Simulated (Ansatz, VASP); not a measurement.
MgCd2O3: VASP beside Ansatz

```xyz
6
Lattice="-2.1897 2.1897 4.4916 2.1897 -2.1897 4.4916 2.1897 2.1897 -4.4916" Properties=species:S:1:pos:R:3 pbc="T T T"
Mg    0.0000    0.0000    0.0000
Cd    0.0000    2.1897    2.2458
Cd    2.1897    0.0000    2.2458
O     0.0000    2.1897    0.0000
O     2.1897    0.0000    0.0000
O     0.0000    0.0000    4.4916
```

Alike in both runs: functional PBE; k mesh 3 × 3 × 3; occupations gaussian, width 0.15 eV; no spin polarisation.

Ansatz relaxed the structure, and its values are those at the end. VASP's run is a single point on that final structure, the one shown.

|  | VASP | Ansatz |
| --- | --- | --- |
| version | VASP 6.6.1 | Ansatz 0.2.0 |
| potentials or method | VASP PAW PBE potentials, release 64 (Mg_sv, Cd_sv_GW, O), cutoff 840 eV | scalar-relativistic, plane waves, PAW |
| valence electrons in the cell | 68 | 68 |

VASP gave:

| Item | Value |
| --- | --- |
| gap on the k mesh at the Fermi level (eV) | none |
| pressure (GPa) | -0.1 |

Problem. Estimate Ansatz's values.

Solution. gap on the k mesh at the Fermi level (eV): none; pressure (GPa): 0.1.

A gap of «none» marks a metal or a gap that the smearing closes. The functional is the same, so the differences come from potentials, cutoffs and numerics.

The k mesh is coarse, so the values compare programs but aren't converged.
